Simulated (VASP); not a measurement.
# BP (F-43m) in VASP: single point with LDA

Aim: the single point of BP with LDA.

All numbers are computed with VASP 6.6.1; they aren't measurements. Logs are shortened: lines on timing, memory, paths and dates and some standing lists are left out, and cuts for length are marked.

## 1. The cell of the first run

Symmetry: F-43m, No. 216, cubic system. Conventional cell: a = 4.538 Å, b = 4.538 Å, c = 4.538 Å, α = 90.00°, β = 90.00°, γ = 90.00°. Within 2.6 Å of B (site symmetry -43m) lie 4 P at 1.97 Å. Within 2.6 Å of P (site symmetry -43m) lie 4 B at 1.97 Å.

## 2. Single point, LDA

Input file INCAR:

```
PREC = Accurate ; ENCUT = 500
EDIFF = 1E-6 ; ISMEAR = 0
SIGMA = 0.01 ; LREAL = F
LASPH = T ; NELM = 120
ALGO = Normal ; ISIF = 2
LWAVE = F ; LCHARG = T
LELF = T ; LVHAR = T
NBANDS = 11 ; GGA_COMPAT = F
```

Input file KPOINTS:

```
Automatic mesh
0
Gamma
  6 6 6
```

Input file POSCAR:

```
BP
1.0
    0.0000000000      2.2690000000      2.2690000000
    2.2690000000      0.0000000000      2.2690000000
    2.2690000000      2.2690000000      0.0000000000
B P
1 1
Direct
    0.0000000000      0.0000000000      0.0000000000
    0.2500000000      0.2500000000      0.2500000000
```

Potentials or basis: VASP PAW LDA potentials, release 64 (B, P).

Launch:

```
$ cat potpaw_LDA.64/B/POTCAR potpaw_LDA.64/P/POTCAR > POTCAR
$ mpirun -np 1 vasp_std > vasp.out
```

OUTCAR:

```text
PREC = Accurate
   ENCUT = 500
   EDIFF = 1E-6
   ISMEAR = 0
   LREAL = F
   LASPH = T
   NELM = 120
   ISIF = 2

 ion  position               nearest neighbor table
   1  0.000  0.000  0.000-   2 1.97   2 1.97   2 1.97   2 1.97
   2  0.250  0.250  0.250-   1 1.97   1 1.97   1 1.97   1 1.97

  LATTYP: Found a face centered cubic cell.
 ALAT       =     4.5380000000

  Lattice vectors:

 A1 = (   0.0000000000,   2.2690000000,   2.2690000000)
 A2 = (   2.2690000000,   0.0000000000,   2.2690000000)
 A3 = (   2.2690000000,   2.2690000000,   0.0000000000)

Analysis of symmetry for initial positions (statically):
=====================================================================
 Subroutine PRICEL returns:
 Original cell was already a primitive cell.

 Routine SETGRP: Setting up the symmetry group for a
 face centered cubic supercell.

 Subroutine GETGRP returns: Found 24 space group operations
 (whereof 24 operations were pure point group operations)
 out of a pool of 48 trial point group operations.

The static configuration has the point symmetry T_d .

Analysis of symmetry for dynamics (positions and initial velocities):
=====================================================================
 Subroutine PRICEL returns:
 Original cell was already a primitive cell.

 Routine SETGRP: Setting up the symmetry group for a
 face centered cubic supercell.

 Subroutine GETGRP returns: Found 24 space group operations
 (whereof 24 operations were pure point group operations)
 out of a pool of 48 trial point group operations.

The dynamic configuration has the point symmetry T_d .

 Subroutine INISYM returns: Found 24 space group operations
 (whereof 24 operations are pure point group operations),
 and found     1 'primitive' translations

----------------------------------------------------------------------------------------

                                     Primitive cell

  volume of cell :      23.3633

  direct lattice vectors                    reciprocal lattice vectors
     0.000000000  2.269000000  2.269000000    -0.220361393  0.220361393  0.220361393
     2.269000000  0.000000000  2.269000000     0.220361393 -0.220361393  0.220361393
     2.269000000  2.269000000  0.000000000     0.220361393  0.220361393 -0.220361393

  length of vectors
     3.208850573  3.208850573  3.208850573     0.381677128  0.381677128  0.381677128

  position of ions in fractional coordinates (direct lattice)
     0.000000000  0.000000000  0.000000000
     0.250000000  0.250000000  0.250000000

[... 74 lines left out ...]
   ISYM   =      2    0-nonsym 1-usesym 2-fastsym
   POTIM  = 0.5000    time-step for ionic-motion
   TEBEG  =    0.0;   TEEND  =   0.0 temperature during run
   PSTRESS=    0.0 pullay stress
   NELECT =       8.0000    total number of electrons
   NUPDOWN=      -1.0000    fix difference up-down
   EMIN   =  10.00;   EMAX   =-10.00  energy-range for DOS
   EFERMI =   0.00;   METHOD = LEGACY
   ISMEAR =     0;   SIGMA  =   0.01  broadening in eV -4-tet -1-fermi 0-gaus
   EFERMI_NEDOS =   21; number of points for ismear=-14 and -15
   IALGO  =     38    algorithm
   IMIX   =      4    mixing-type and parameters
     AMIX     =   0.40;   BMIX     =  1.00
     AMIX_MAG =   1.60;   BMIX_MAG =  1.00
  volume/ion in A,a.u.               =      11.68        78.83
  Fermi-wavevector in a.u.,A,eV,Ry     =   1.145320  2.164342 17.847562  1.311759
  Thomas-Fermi vector in A             =   2.282009
   LORBIT       =      0    0 simple, 1 ext, 2 COOP (PROOUT), +10 PAW based schemes
   GGA     = CA    functional components
   LHFCALC =     F    Hartree Fock is set to
   AEXX    =    0.0000 exact exchange contribution
   IVDW    =     0    specifies the selected vdW correction
   LEPSILON=     F    determine dielectric tensor
   LRPA    =     F    only Hartree local field effects (RPA)
 non-spin polarized calculation
 Gauss-broadening in eV      SIGMA  =   0.01
  energy-cutoff  :      500.00
  volume of cell :       23.36
 maximum number of plane-waves:       609
   NGX = 11   NGY = 11   NGZ = 11

 number of electron       8.0000000 magnetization

 Free energy of the ion-electron system (eV)
  ---------------------------------------------------
  ext. energy  EPLUGINS =         0.00000000
  ---------------------------------------------------
  free energy    TOTEN  =       -14.36945700 eV

  energy without entropy =      -14.36945700  energy(sigma->0) =      -14.36945700

 E-fermi :   7.5542     XC(G=0): -11.0863

 val. band max:        7.4123287536   @ k =   0.0000   0.0000   0.0000
 cond. band min:       8.7088664675   @ k =   0.5000   0.5000   0.0000
 fundamental gap:      1.2965377139
 Fermi energy:         7.5542477073

 k-point     1 :       0.0000    0.0000    0.0000
  band No.  band energies     occupation
      1      -7.9805      2.00000
      2       7.4123      2.00000
      3       7.4123      2.00000
      4       7.4123      2.00000
      5      10.7879      0.00000
      6      10.7879      0.00000
      7      10.7879      0.00000
      8      14.7807      0.00000
      9      18.6638      0.00000
     10      19.5898      0.00000
     11      19.5898      0.00000
[... 197 lines left out ...]
 k-point    16 :      -0.3333    0.5000    0.1667
  band No.  band energies     occupation
      1      -2.9439      2.00000
      2      -0.7013      2.00000
      3       2.1028      2.00000
      4       2.2164      2.00000
      5      11.1918      0.00000
      6      11.7680      0.00000
      7      16.4908      0.00000
      8      17.0908      0.00000
      9      20.2258      0.00000
     10      23.5051      0.00000
     11      23.7317      0.00000

------------------------ aborting loop because EDIFF is reached ----------------------------------------

  FORCE on cell =-STRESS in cart. coord.  units (eV):
  Direction    XX          YY          ZZ          XY          YZ          ZX
  --------------------------------------------------------------------------------------
  -------------------------------------------------------------------------------------
  Total       -0.7571800     -0.7571800     -0.7571800      0.0000000     -0.0000000      0.0000000
  in kB      -51.9249682    -51.9249682    -51.9249682      0.0000000     -0.0000000      0.0000000
  external PRESSURE =     -51.9249682 kB  Pullay stress =       0.0000000 kB

 VOLUME and BASIS-vectors are now :
 -----------------------------------------------------------------------------
  energy-cutoff  :      500.00
  volume of cell :       23.36
      direct lattice vectors                 reciprocal lattice vectors
     0.000000000  2.269000000  2.269000000    -0.220361393  0.220361393  0.220361393
     2.269000000  0.000000000  2.269000000     0.220361393 -0.220361393  0.220361393
     2.269000000  2.269000000  0.000000000     0.220361393  0.220361393 -0.220361393

 POSITION                                       TOTAL-FORCE (eV/Angst)
 -----------------------------------------------------------------------------------
      0.00000      0.00000      0.00000        -0.000000     -0.000000     -0.000000
      1.13450      1.13450      1.13450         0.000000      0.000000      0.000000
 -----------------------------------------------------------------------------------
    total drift:                                0.000000      0.000000      0.000000

  FREE ENERGIE OF THE ION-ELECTRON SYSTEM (eV)
  ---------------------------------------------------
  free  energy   TOTEN  =       -14.3694569963 eV

  energy  without entropy=      -14.3694569963  energy(sigma->0) =      -14.36945700
```

OSZICAR:

```text
N       E                     dE             d eps       ncg     rms          rms(c)
DAV:   1     0.855182116088E+01    0.85518E+01   -0.39695E+03   352   0.636E+02
DAV:   2    -0.145607542839E+02   -0.23113E+02   -0.22111E+02   481   0.109E+02
DAV:   3    -0.151982929241E+02   -0.63754E+00   -0.63555E+00   458   0.157E+01
DAV:   4    -0.152007228977E+02   -0.24300E-02   -0.24298E-02   388   0.114E+00
DAV:   5    -0.152007357936E+02   -0.12896E-04   -0.12896E-04   446   0.841E-02    0.734E+00
DAV:   6    -0.144959440573E+02    0.70479E+00   -0.16146E+00   397   0.543E+00    0.386E+00
DAV:   7    -0.143823426663E+02    0.11360E+00   -0.24960E-01   433   0.250E+00    0.129E+00
DAV:   8    -0.143694160919E+02    0.12927E-01   -0.31504E-02   400   0.948E-01    0.219E-01
DAV:   9    -0.143694574962E+02   -0.41404E-04   -0.79969E-04   403   0.196E-01    0.154E-01
DAV:  10    -0.143694552371E+02    0.22590E-05   -0.12190E-04   367   0.641E-02    0.332E-02
DAV:  11    -0.143694575090E+02   -0.22719E-05   -0.96571E-06   434   0.148E-02    0.403E-02
DAV:  12    -0.143694569963E+02    0.51272E-06   -0.26981E-06   232   0.704E-03
   1 F= -.14369457E+02 E0= -.14369457E+02  d E =-.264633E-91
```

stdout:

```text
POSCAR found type information on POSCAR B P
 POSCAR found :  2 types and       2 ions
 scaLAPACK will be used
 LDA part: xc-table for (Slater(with rela. corr.)+CA(PZ))
 , standard interpolation
 POSCAR, INCAR and KPOINTS ok, starting setup
 FFT: planning ... GRIDC
 FFT: planning ... GRID_SOFT
 FFT: planning ... GRID
 WAVECAR not read
 entering main loop
```

It took 3.3 s on 1 thread of Intel Xeon 6975P-C (Granite Rapids), shared host; peak memory 0.12 GiB.

Results:

```yaml
Free_energy: -14.3695 eV
Pressure: -5.2 GPa
Band_gap_on_the_k_mesh: 1.30 eV, indirect (least direct gap 3.38 eV)
```

Levels at points of the mesh, in eV from the valence-band top:
```csv
k point,band 1,band 2,band 3,band 4,band 5,band 6,band 7,band 8
"(0.00, 0.00, 0.00)",-15.39,0.00,0.00,0.00,3.38,3.38,3.38,7.37
"(0.50, 0.00, 0.00)",-12.06,-9.01,-1.75,-1.75,3.78,4.68,4.68,9.92
"(0.50, 0.50, 0.00)",-10.56,-8.49,-4.11,-4.11,1.30,1.55,12.00,12.00
```

A k mesh can miss the band edges. A hybrid or GW would open this gap; LDA tends to underestimate it.
